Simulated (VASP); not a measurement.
# Li4SiC2 (R-3m) in VASP: notebook

Li4SiC2 is run at these levels: PBE; tasks: single point, relaxation of cell and atoms.

Everything below comes from runs of VASP 6.6.1. Logs are shortened: lines on timing, memory, paths and dates and some standing lists are left out, and cuts for length are marked.

### 1 The cell of the first run

Symmetry: R-3m, No. 166, trigonal system. Conventional cell: a = 3.905 Å, b = 3.905 Å, c = 18.863 Å, α = 90.00°, β = 90.00°, γ = 120.00°. Li (site symmetry 3m) has 3 C at 2.26 Å and 3 Li at 2.43 Å and 3 Si at 2.72 Å within 3.0 Å. Within 2.8 Å of Li (site symmetry 3m) lie 4 C at 2.13 to 2.36 Å and 6 Li at 2.43 to 2.68 Å. Si (site symmetry -3m) has 2 C at 1.74 Å within 2.3 Å. C (site symmetry 3m) has 1 Si at 1.74 Å and 4 Li at 2.13 to 2.26 Å within 2.3 Å.

### 2 Single point, PBE

INCAR

```
SYSTEM = Li4SiC2
PREC     = Accurate       ! precision mode
ENCUT    = 520            ! plane-wave cutoff, eV
EDIFF    = 1E-6           ! SCF threshold, eV
ISMEAR   = 0              ! smearing method
SIGMA    = 0.1            ! smearing width, eV
LREAL    = .False.        ! projectors in reciprocal space
LASPH    = .True.         ! aspherical terms in the spheres
NELM     = 100            ! most SCF steps
ALGO     = Normal         ! electronic algorithm
ISIF     = 2              ! what is computed and relaxed
LWAVE    = .False.        ! write WAVECAR
LCHARG   = .False.        ! write CHGCAR
GGA      = PE             ! functional
NBANDS   = 21             ! bands
```

KPOINTS

```
Automatic mesh
0
Gamma
  6 6 6
  0 0 0
```

POSCAR

```
Li4SiC2
1.0
    1.9523433931      1.1271859851      6.2878179872
   -1.9523433931      1.1271859851      6.2878179872
    0.0000000000     -2.2543719656      6.2878179880
Li Si C
4 1 2
Direct
    0.4139788599      0.4139788599      0.4139788599
    0.5860211401      0.5860211401      0.5860211401
    0.2050924301      0.2050924301      0.2050924301
    0.7949075699      0.7949075699      0.7949075699
    0.0000000000      0.0000000000      0.0000000000
    0.0919880375      0.0919880375      0.0919880375
    0.9080119625      0.9080119625      0.9080119625
```

Potentials or basis: VASP PAW PBE potentials, release 64 (Li_sv, Si, C).

The run is started by

```
$ cat potpaw_PBE.64/Li_sv/POTCAR potpaw_PBE.64/Si/POTCAR potpaw_PBE.64/C/POTCAR > POTCAR
$ mpirun -np 1 vasp_std > vasp.out
```

OUTCAR:

```text
SYSTEM = Li4SiC2
   PREC = Accurate
   ENCUT = 520
   EDIFF = 1E-6
   ISMEAR = 0
   LREAL = .False.
   LASPH = .True.
   NELM = 100
   ISIF = 2
   GGA = PE

 ion  position               nearest neighbor table
   1  0.414  0.414  0.414-   6 2.26   6 2.26   6 2.26   4 2.43   4 2.43   4 2.43   5 2.72   5 2.72
                             5 2.72
   2  0.586  0.586  0.586-   7 2.26   7 2.26   7 2.26   3 2.43   3 2.43   3 2.43   5 2.72   5 2.72
                             5 2.72
   3  0.205  0.205  0.205-   6 2.13   2 2.43   2 2.43   2 2.43
   4  0.795  0.795  0.795-   7 2.13   1 2.43   1 2.43   1 2.43
   5  0.000  0.000  0.000-   6 1.74   7 1.74   2 2.72   2 2.72   1 2.72   1 2.72   2 2.72   1 2.72

   6  0.092  0.092  0.092-   5 1.74   3 2.13   1 2.26   1 2.26   1 2.26
   7  0.908  0.908  0.908-   5 1.74   4 2.13   2 2.26   2 2.26   2 2.26

  LATTYP: Found a trigonal (rhomboedric) cell.
 ALAT       =     6.6797341272
 COS(alpha) =     0.8291464305

  Lattice vectors:

 A1 = (   1.9523433931,   1.1271859851,   6.2878179872)
 A2 = (  -1.9523433931,   1.1271859851,   6.2878179872)
 A3 = (   0.0000000000,  -2.2543719656,   6.2878179880)

Analysis of symmetry for initial positions (statically):
=====================================================================
 Subroutine PRICEL returns:
 Original cell was already a primitive cell.

 Routine SETGRP: Setting up the symmetry group for a
 trigonal (rhombohedral) supercell.

 Subroutine GETGRP returns: Found 12 space group operations
 (whereof 12 operations were pure point group operations)
 out of a pool of 12 trial point group operations.

The static configuration has the point symmetry D_3d.

Analysis of symmetry for dynamics (positions and initial velocities):
=====================================================================
 Subroutine PRICEL returns:
 Original cell was already a primitive cell.

 Routine SETGRP: Setting up the symmetry group for a
 trigonal (rhombohedral) supercell.

 Subroutine GETGRP returns: Found 12 space group operations
 (whereof 12 operations were pure point group operations)
 out of a pool of 12 trial point group operations.

The dynamic configuration has the point symmetry D_3d.

 Subroutine INISYM returns: Found 12 space group operations
 (whereof 12 operations are pure point group operations),
 and found     1 'primitive' translations

----------------------------------------------------------------------------------------

                                     Primitive cell

  volume of cell :      83.0239

  direct lattice vectors                    reciprocal lattice vectors
     1.952343393  1.127185985  6.287817987     0.256102488  0.147860840  0.053012561
    -1.952343393  1.127185985  6.287817987    -0.256102488  0.147860840  0.053012561
     0.000000000 -2.254371966  6.287817988     0.000000000 -0.295721681  0.053012561

  length of vectors
     6.679734127  6.679734127  6.679734127     0.300435757  0.300435757  0.300435757

  position of ions in fractional coordinates (direct lattice)
     0.413978860  0.413978860  0.413978860
     0.586021140  0.586021140  0.586021140
     0.205092430  0.205092430  0.205092430
     0.794907570  0.794907570  0.794907570
     0.000000000  0.000000000  0.000000000
     0.091988038  0.091988038  0.091988038
     0.908011962  0.908011962  0.908011962

  ion indices of the primitive-cell ions
   primitive index   ion index
                 1           1
                 2           2
                 3           3
                 4           4
                 5           5
                 6           6
                 7           7

----------------------------------------------------------------------------------------

 KPOINTS: Automatic mesh

Automatic generation of k-mesh.
 Grid dimensions read from file:
 generate k-points for:    6    6    6

 Generating k-lattice:

  Cartesian coordinates                     Fractional coordinates (reciprocal lattice)
     0.042683748  0.024643473  0.008835427     0.166666667 -0.000000000  0.000000000
    -0.042683748  0.024643473  0.008835427    -0.000000000  0.166666667  0.000000000
     0.000000000 -0.049286947  0.008835427    -0.000000000 -0.000000000  0.166666667

  Length of vectors
     0.050072626  0.050072626  0.050072626

  Shift w.r.t. Gamma in fractional coordinates (k-lattice)
     0.000000000  0.000000000  0.000000000

 Subroutine IBZKPT returns following result:
 ===========================================

 Found     32 irreducible k-points:

 Following reciprocal coordinates:
            Coordinates               Weight
  0.000000  0.000000  0.000000      1.000000
  0.166667  0.000000  0.000000      6.000000
  0.333333 -0.000000  0.000000      6.000000
  0.500000  0.000000  0.000000      3.000000
  0.166667  0.166667  0.000000      6.000000
  0.333333  0.166667  0.000000     12.000000
[... 16 lines left out ...]
  0.500000  0.500000  0.166667      6.000000
 -0.333333  0.500000  0.166667     12.000000
 [... further k-points ...]
   k-points           NKPTS =     32   k-points in BZ     NKDIM =     32   number of bands    NBANDS=     21
   number of dos      NEDOS =    301   number of ions     NIONS =      7
   total plane-waves  NPLWV = 125000
   dimension x,y,z NGX =    50 NGY =   50 NGZ =   50
   dimension x,y,z NGXF=   100 NGYF=  100 NGZF=  100
   ions per type =               4   1   2
   NGX,Y,Z   is equivalent  to a cutoff of  12.44, 12.44, 12.44 a.u.
   NGXF,Y,Z  is equivalent  to a cutoff of  24.89, 24.89, 24.89 a.u.
 SYSTEM =  Li4SiC2
   PREC   = accura    normal or accurate (medium, high low for compatibility)
   ISTART =      0    job   : 0-new  1-cont  2-samecut
   ICHARG =      2    charge: 1-file 2-atom 10-const
   ISPIN  =      1    spin polarized calculation?
   LNONCOLLINEAR =      F non collinear calculations
   LSORBIT =      F    spin-orbit coupling
   LASPH  =      T    aspherical Exc in radial PAW
   ENCUT  =  520.0 eV  38.22 Ry    6.18 a.u.  12.42 12.42 12.42*2*pi/ulx,y,z
   NELM   =    100;   NELMIN=  2; NELMDL= -5     # of ELM steps
   EDIFF  = 0.1E-05   stopping-criterion for ELM
   LREAL  =      F    real-space projection
   EDIFFG = 0.1E-04   stopping-criterion for IOM
   NSW    =      0    number of steps for IOM
   IBRION =     -1    ionic relax: 0-MD 1-quasi-New 2-CG
   NFREE  =      0    steps in history (QN), initial steepest desc. (CG)
   ISIF   =      2    stress and relaxation
   ISYM   =      2    0-nonsym 1-usesym 2-fastsym
   POTIM  = 0.5000    time-step for ionic-motion
   TEBEG  =    0.0;   TEEND  =   0.0 temperature during run
   PSTRESS=    0.0 pullay stress
   NELECT =      24.0000    total number of electrons
   NUPDOWN=      -1.0000    fix difference up-down
   EMIN   =  10.00;   EMAX   =-10.00  energy-range for DOS
   EFERMI =   0.00;   METHOD = LEGACY
   ISMEAR =     0;   SIGMA  =   0.10  broadening in eV -4-tet -1-fermi 0-gaus
   EFERMI_NEDOS =   21; number of points for ismear=-14 and -15
   IALGO  =     38    algorithm
   IMIX   =      4    mixing-type and parameters
     AMIX     =   0.40;   BMIX     =  1.00
     AMIX_MAG =   1.60;   BMIX_MAG =  1.00
  volume/ion in A,a.u.               =      11.86        80.04
  Fermi-wavevector in a.u.,A,eV,Ry     =   1.082458  2.045548 15.942144  1.171715
  Thomas-Fermi vector in A             =   2.218500
   LORBIT       =      0    0 simple, 1 ext, 2 COOP (PROOUT), +10 PAW based schemes
   GGA     = PE    functional components
   LHFCALC =     F    Hartree Fock is set to
   AEXX    =    0.0000 exact exchange contribution
   IVDW    =     0    specifies the selected vdW correction
   LEPSILON=     F    determine dielectric tensor
   LRPA    =     F    only Hartree local field effects (RPA)
 non-spin polarized calculation
 Gauss-broadening in eV      SIGMA  =   0.10
  energy-cutoff  :      520.00
  volume of cell :       83.02
 maximum number of plane-waves:      2255
 NGX is ok and might be reduce to    50
   NGX = 25   NGY = 25   NGZ = 25

 number of electron      23.9999994 magnetization

 Free energy of the ion-electron system (eV)
  ---------------------------------------------------
  ext. energy  EPLUGINS =         0.00000000
  ---------------------------------------------------
  free energy    TOTEN  =       -30.39678243 eV

  energy without entropy =      -30.39677609  energy(sigma->0) =      -30.39677926

 E-fermi :   3.3913     XC(G=0):  -9.1615

 val. band max:        3.1651664916   @ k =   0.5000   0.5000   0.5000
 cond. band min:       3.6021197564   @ k =   0.0000   0.0000   0.0000
 fundamental gap:      0.4369532648
 Fermi energy:         3.3912633132

 k-point     1 :       0.0000    0.0000    0.0000
  band No.  band energies     occupation
      1     -42.0906      2.00000
      2     -42.0858      2.00000
      3     -41.7656      2.00000
      4     -41.7279      2.00000
      5      -8.5369      2.00000
      6      -6.6603      2.00000
[... 13 lines left out ...]
     20       9.6456      0.00000
     21       9.8394      0.00000

 k-point     2 :       0.1667    0.0000    0.0000
  band No.  band energies     occupation
      1     -42.0884      2.00000
      2     -42.0842      2.00000
      3     -41.7650      2.00000
      4     -41.7315      2.00000
      5      -8.4269      2.00000
      6      -6.6244      2.00000
[... 13 lines left out ...]
     20      10.1870      0.00000
     21      10.4705      0.00000

 k-point     3 :       0.3333   -0.0000    0.0000
  band No.  band energies     occupation
      1     -42.0839      2.00000
      2     -42.0812      2.00000
      3     -41.7625      2.00000
      4     -41.7400      2.00000
      5      -8.1834      2.00000
      6      -6.5502      2.00000
[... 13 lines left out ...]
     20      11.3967      0.00000
     21      11.8582      0.00000
[... 457 lines left out ...]
 k-point    23 :       0.5000    0.5000    0.1667
  band No.  band energies     occupation
      1     -42.0835      2.00000
      2     -42.0816      2.00000
      3     -41.7625      2.00000
      4     -41.7400      2.00000
      5      -8.1358      2.00000
      6      -6.6740      2.00000
[... 13 lines left out ...]
     20      11.9061      0.00000
     21      12.7577      0.00000

 k-point    24 :      -0.3333    0.5000    0.1667
  band No.  band energies     occupation
      1     -42.0814      2.00000
      2     -42.0799      2.00000
      3     -41.7594      2.00000
      4     -41.7462      2.00000
      5      -8.0162      2.00000
      6      -6.5898      2.00000
[... 13 lines left out ...]
     20      12.5678      0.00000
     21      12.7068      0.00000

 [... further k-points ...]

------------------------ aborting loop because EDIFF is reached ----------------------------------------

  FORCE on cell =-STRESS in cart. coord.  units (eV):
  Direction    XX          YY          ZZ          XY          YZ          ZX
  --------------------------------------------------------------------------------------
  -------------------------------------------------------------------------------------
  Total       -0.0830389     -0.0830389     -0.0396366      0.0000000      0.0000000      0.0000000
  in kB       -1.6024666     -1.6024666     -0.7648983      0.0000000      0.0000000      0.0000000
  external PRESSURE =      -1.3232771 kB  Pullay stress =       0.0000000 kB

 VOLUME and BASIS-vectors are now :
 -----------------------------------------------------------------------------
  energy-cutoff  :      520.00
  volume of cell :       83.02
      direct lattice vectors                 reciprocal lattice vectors
     1.952343393  1.127185985  6.287817987     0.256102488  0.147860840  0.053012561
    -1.952343393  1.127185985  6.287817987    -0.256102488  0.147860840  0.053012561
     0.000000000 -2.254371966  6.287817988     0.000000000 -0.295721681  0.053012561

 POSITION                                       TOTAL-FORCE (eV/Angst)
 -----------------------------------------------------------------------------------
      0.00000      0.00000      7.80907         0.000000      0.000000      0.001257
      0.00000      0.00000     11.05438         0.000000     -0.000000     -0.001257
      0.00000      0.00000      3.86875         0.000000      0.000000      0.002675
      0.00000      0.00000     14.99470         0.000000     -0.000000     -0.002675
      0.00000      0.00000      0.00000         0.000000      0.000000      0.000000
      0.00000      0.00000      1.73521         0.000000      0.000000      0.008081
      0.00000      0.00000     17.12824         0.000000     -0.000000     -0.008081
 -----------------------------------------------------------------------------------
    total drift:                               -0.000000      0.000000     -0.000000

  FREE ENERGIE OF THE ION-ELECTRON SYSTEM (eV)
  ---------------------------------------------------
  free  energy   TOTEN  =       -30.3967824282 eV

  energy  without entropy=      -30.3967760852  energy(sigma->0) =      -30.39677926
```

Wall time 54 s (1 thread of Intel Xeon 6975P-C (Granite Rapids), shared host); peak memory 0.34 GiB.

What came out:

```
Free energy            : -30.3968 eV
Largest force          : 0.008 eV/Å
Band gap on the k mesh : 0.44 eV, indirect (least direct gap 0.75 eV)
```

Forces on the atoms (eV/Å):
```
Li   0.000  0.000  0.001
Li   0.000  0.000 -0.001
Li   0.000  0.000  0.003
Li   0.000  0.000 -0.003
Si   0.000  0.000  0.000
C    0.000  0.000  0.008
C    0.000  0.000 -0.008
```

Levels at points of the mesh, in eV from the valence-band top:
```tsv
k point	band 9	band 10	band 11	band 12	band 13	band 14	band 15	band 16
(0.00, 0.00, 0.00)	-1.18	-1.18	-0.32	-0.32	0.44	5.30	5.30	5.34
(0.50, 0.00, 0.00)	-2.02	-1.99	-1.69	-1.37	0.78	2.26	4.68	5.32
(0.50, 0.50, 0.00)	-2.41	-2.36	-2.19	-0.62	2.06	2.10	3.45	4.04
(0.50, 0.50, 0.50)	-1.35	-1.35	0.00	0.00	1.17	4.70	4.70	5.12
```

Caveat: the cutoff is under 1.25 times the usual one of these potentials, so pressure, stress and relaxed cells hold a basis-set (Pulay) error. A k mesh can miss the band edges.

### 3 Relaxation of cell and atoms, PBE

This run uses another cell than the first one, of 14.81 Å³/atom, 1.249 times its volume.

INCAR

```
SYSTEM = Li4SiC2
PREC = Accurate ; ENCUT = 600
EDIFF = 1E-7 ; ISMEAR = 0
SIGMA = 0.1 ; LREAL = .False.
LASPH = .True. ; NELM = 60
ALGO = Normal ; ISIF = 3
LWAVE = .False. ; LCHARG = .False.
GGA = PE ; IBRION = 2
NSW = 90 ; EDIFFG = -0.04
```

KPOINTS is that of step 2.

POSCAR

```
Li4SiC2
1.0
    2.1061031800      1.2159592400      6.7477187100
   -2.1061031800      1.2159592400      6.7477187100
    0.0000000000     -2.4319184700      6.7477187100
Li Si C
4 1 2
Direct
    0.3878999900      0.3878999900      0.3878999900
    0.6121000100      0.6121000100      0.6121000100
    0.2083200100      0.2083200100      0.2083200100
    0.7916799900      0.7916799900      0.7916799900
    0.0000000000      0.0000000000      0.0000000000
    0.0889300000      0.0889300000      0.0889300000
    0.9110700000      0.9110700000      0.9110700000
```

Potentials or basis: VASP PAW PBE potentials, release 64 (Li_sv, Si, C).

The run is started by

```
$ cat potpaw_PBE.64/Li_sv/POTCAR potpaw_PBE.64/Si/POTCAR potpaw_PBE.64/C/POTCAR > POTCAR
$ mpirun -np 1 vasp_std > vasp.out
```

Wall time 15 min (1 thread of Intel Xeon 6975P-C (Granite Rapids), shared host); peak memory 0.57 GiB.

It converged, with:

| Item | Value |
| --- | --- |
| Free energy | -30.4283 eV |
| Relaxed volume | 11.75 Å³/atom |
| Relaxed cell | a = 6.663 Å, b = 6.663 Å, c = 6.663 Å, α = 33.96°, β = 33.96°, γ = 33.96° |
| Space group after relaxing (to 0.05 Å) | R-3m (No. 166) |
| Energy gained by relaxing | 135.6 meV/atom |
| Ionic steps | 19 |
| Pressure after relaxing | 0.2 GPa |
| Largest force after relaxing | 0.032 eV/Å |
| Band gap on the k mesh | 0.44 eV, indirect (least direct gap 0.77 eV) |

Forces in eV/Å, atoms in the order of the input:
```
Li   0.000  0.000 -0.005
Li   0.000  0.000  0.005
Li   0.000  0.000  0.032
Li   0.000  0.000 -0.032
Si   0.000  0.000  0.000
C    0.000  0.000 -0.003
C    0.000  0.000  0.003
```

Stress tensor (GPa, compression positive):
```
0.10 0.00 0.00
0.00 0.10 0.00
0.00 0.00 0.29
```

The path:
```
step  energy change (eV)  largest force (eV/Å)  pressure (GPa)  volume (Å³)
   1              0.0000                0.8903           -7.40       103.68
   2             -0.2011                2.5427            0.51        93.73
   3             -0.2506                1.3021           -2.35        96.54
   4             -0.5193                0.8032           -0.68        89.15
   5             -0.6157                0.8690            2.07        82.15
   6             -0.7131                0.7292            0.85        82.60
   7             -0.8468                1.1638           -2.35        83.95
   8             -0.8926                0.8135           -1.80        83.76
   9             -0.9414                0.2767           -0.01        83.21
  10             -0.9418                0.1707           -0.19        83.26
  11             -0.9418                0.2011           -0.14        83.25
  12             -0.9429                0.1782           -0.14        83.19
  13             -0.9454                0.1101           -0.15        83.00
  14             -0.9465                0.0929           -0.16        82.63
  15             -0.9467                0.0875           -0.16        82.73
  16             -0.9474                0.0783           -0.03        82.62
  17             -0.9482                0.1082            0.30        82.34
  18             -0.9485                0.0804            0.26        82.32
  19             -0.9491                0.0316            0.16        82.28
```

Final structure:
```
Li Si C
1.0
     1.94592    1.12348    6.27254
    -1.94592    1.12348    6.27254
     0.00000   -2.24696    6.27254
Li Si C
4 1 2
Cartesian
  0.0000 0.0000 7.7968
  0.0000 0.0000 11.0209
  0.0000 0.0000 3.8539
  0.0000 0.0000 14.9637
  0.0000 -2.2470 6.2725
  0.0000 0.0000 1.7338
  0.0000 0.0000 17.0838
```

Levels at points of the mesh, in eV from the valence-band top:
```csv
k point,band 10,band 11,band 12,band 13,band 14,band 15
"(0.00, 0.00, 0.00)",-1.17,-0.32,-0.32,0.44,5.34,5.34
"(0.50, 0.00, 0.00)",-2.00,-1.70,-1.38,0.77,2.27,4.70
"(0.50, 0.50, 0.00)",-2.37,-2.21,-0.62,2.06,2.11,3.45
"(0.50, 0.50, 0.50)",-1.35,0.00,0.00,1.18,4.72,4.72
```

Caveat: the cutoff is under 1.25 times the usual one of these potentials, so pressure, stress and relaxed cells hold a basis-set (Pulay) error; the volume moved by over 15 % at a fixed basis, so the end points are rough. A k mesh can miss the band edges.
